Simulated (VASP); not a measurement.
Write the native input for VASP 6.6.1 that does the following.

| Quantity | Value |
| --- | --- |
| Task | single point |
| Functional | PBEsol |
| Dispersion | D3(BJ) |
| Potentials or basis | VASP PAW PBE potentials, release 64 (Mg, N, Cl) |
| Cutoff | 520 eV |
| k mesh | 7 × 7 × 7 |
| Occupations | fermi-dirac, width 0.3 eV |
| Spin | no spin polarisation |
| Dipole correction | no |
| Further INCAR settings | ALGO = Normal; EDIFF = 1e-07; NBANDS = 16 |

The structure of Mg2NCl lies in POSCAR:

```
Mg2NCl
1.0
    1.6033563599      0.9256977051      5.7958105695
   -1.6033563599      0.9256977051      5.7958105695
    0.0000000000     -1.8513963757      5.7958105695
Mg N Cl
2 1 1
Direct
    0.2228150000      0.2228150000      0.2228150000
    0.7771850000      0.7771850000      0.7771850000
    0.5000000000      0.5000000000      0.5000000000
    0.0000000000      0.0000000000      0.0000000000
```

One way to write it, as run:

INCAR

```
SYSTEM = Mg2NCl
PREC = Accurate ; ENCUT = 520
EDIFF = 1E-7 ; ISMEAR = -1
SIGMA = 0.3 ; LREAL = .False.
LASPH = .True. ; NELM = 80
ALGO = Normal ; ISIF = 2
LWAVE = .False. ; LCHARG = .False.
GGA = PS ; IVDW = 12
NBANDS = 16
```

KPOINTS

```
Automatic mesh
0
Gamma
  7 7 7
  0 0 0
```

Potentials or basis: VASP PAW PBE potentials, release 64 (Mg, N, Cl).

Run with:

```bash
$ cat potpaw_PBE.64/Mg/POTCAR potpaw_PBE.64/N/POTCAR potpaw_PBE.64/Cl/POTCAR > POTCAR
$ mpirun -np 1 vasp_std > vasp.out
```

Results of the run:

The pressure is 4.5 GPa, the largest force is 0.443 eV/Å and the band gap on the k mesh is 2.89 eV, direct. The dispersion energy per atom is -0.271 eV.

Caveat: three body term missing; the PAW data sets were made with another functional, which shifts forces and pressure a little.

It took 2.2 min on 1 thread of AMD EPYC 7R13 Processor (Zen 3) (shared host), peak memory 0.3 GiB.
